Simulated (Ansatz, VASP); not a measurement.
**Two plane-wave programs on K2Rb3**

INCAR

```
ALGO = Normal ; DIPOL = 0.5 0.5 0.500
EDIFF = 1E-7 ; ENCUT = 520
GGA = PE ; IDIPOL = 3
ISIF = 2 ; ISMEAR = 0
LASPH = True ; LCHARG = False
LDIPOL = True ; LREAL = False
LWAVE = False ; NBANDS = 30
NELM = 60 ; PREC = Accurate
SIGMA = 0.1
```

KPOINTS

```
k-points
0
Gamma
  3 3 1
```

POSCAR

```
K2Rb3
1.0
    6.5767019500      0.0000000000      0.0000000000
   -3.2883502300      5.6955914700      0.0000000000
    0.0000000000      0.0000000000     26.0000000000
K Rb
2 3
Direct
    0.6666666700      0.3333333300      0.6147838600
    0.3333333300      0.6666666700      0.3852161400
    0.3333333300      0.6666666700      0.7122644100
    0.0000000000      0.0000000000      0.5000000000
    0.6666666700      0.3333333300      0.2877355900
```

Input for Ansatz:

```yaml
crystal:
  lattice:
    - [6.57670195, 0.0, 0.0]
    - [-3.28835023, 5.69559147, 0.0]
    - [0.0, 0.0, 26.0]
  atoms:
    - { symbol: K, position: [0.66666667, 0.33333333, 0.61478386] }
    - { symbol: K, position: [0.33333333, 0.66666667, 0.38521614] }
    - { symbol: Rb, position: [0.33333333, 0.66666667, 0.71226441] }
    - { symbol: Rb, position: [0.0, 0.0, 0.5] }
    - { symbol: Rb, position: [0.66666667, 0.33333333, 0.28773559] }
  periodic: [true, true, false]
basis:
  ecutwfc: 420
kpoints:
  mp_grid: { grid: [3, 3, 1] }
hamiltonian:
  xc: pbe
scf:
  occupations: { method: gaussian, width: 0.1 }
  lower_state_search: "off"
output:
  forces: true
  stress: true
  eigenvalues: true
```

Change from the starting cell: species swapped into a sheet of the Bi2Te3 type.

Alike in both runs: task single point; functional PBE; k mesh 3 × 3 × 1; occupations gaussian, width 0.1 eV; no spin polarisation.

|  | VASP | Ansatz |
| --- | --- | --- |
| version | VASP 6.6.1 | Ansatz 0.2.0 |
| potentials or method | VASP PAW PBE potentials, release 64 (K_sv, Rb_sv), cutoff 520 eV | scalar-relativistic, plane waves, PAW |
| valence electrons in the cell | 45 | 45 |

```tsv
	VASP	Ansatz	Ansatz less VASP
gap on the k mesh at the Fermi level (eV)	none	none	-
rms of the force components (eV/Å)	0.038	0.038	-0.0001
```

Atom by atom the forces differ by 0.000 eV/Å (rms over components). A gap of «none» marks a metal or a gap that the smearing closes. Ansatz's warnings: slab cell height set, structure snapped to symmetry.

The k mesh is coarse, so the values compare programs but aren't converged.
